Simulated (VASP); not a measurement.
Write the native input for VASP 6.6.1 that does the following.

* Task: single point
* Functional: LDA
* Potentials or basis: VASP PAW LDA potentials, release 64 (B, N)
* Cutoff: 520 eV
* k mesh: 12 × 12 × 4
* Occupations: gaussian, width 0.05 eV
* Spin: no spin polarisation
* Dipole correction: no
* Further INCAR settings: ALGO = Normal; EDIFF = 1e-07; NBANDS = 16

The structure of BN lies in POSCAR:

```
BN
1.0
    2.6707478959      0.0000000000      0.0000000000
   -1.3353739480      2.1549757989      0.0000000000
    0.0000000000      0.0000000000      6.0191680927
B N
2 2
Direct
    0.3449611185      0.6899222370      0.2500000000
    0.6550388815      0.3100777630      0.7500000000
    0.3181978483      0.6363956965      0.7500000000
    0.6818021517      0.3636043035      0.2500000000
```

This cell differs from its parent crystal: normal strain along x +0.0733, normal strain along z -0.0733.

These files were run (other wordings do the same):

INCAR

```
SYSTEM = BN
PREC     = Accurate       ! precision mode
ENCUT    = 520            ! plane-wave cutoff, eV
EDIFF    = 1E-7           ! SCF threshold, eV
ISMEAR   = 0              ! smearing method
SIGMA    = 0.05           ! smearing width, eV
LREAL    = .False.        ! projectors in reciprocal space
LASPH    = .True.         ! aspherical terms in the spheres
NELM     = 60             ! most SCF steps
ALGO     = Normal         ! electronic algorithm
ISIF     = 2              ! what is computed and relaxed
LWAVE    = .False.        ! write WAVECAR
LCHARG   = .True.         ! write CHGCAR
LELF     = .True.         ! ELF
LVHAR    = .True.       
NBANDS   = 16             ! bands
```

KPOINTS

```
regular mesh
0
Gamma
  12 12 4
  0 0 0
```

Potentials or basis: VASP PAW LDA potentials, release 64 (B, N).

The run is started by

```console
$ cat potpaw_LDA.64/B/POTCAR potpaw_LDA.64/N/POTCAR > POTCAR
$ mpirun -np 1 vasp_std > vasp.out
```

Results of the run:

```
Pressure               : -22.6 GPa
Largest force          : 0.016 eV/Å
Band gap on the k mesh : 3.57 eV, indirect (least direct gap 3.69 eV)
```

Caveat: the cell differs from its parent crystal (normal strain along x +0.0733, normal strain along z -0.0733).

Wall time 33 s on 1 thread of Intel(R) Xeon(R) Platinum 8559C (Emerald Rapids), with other jobs on the host, peak memory 0.17 GiB.
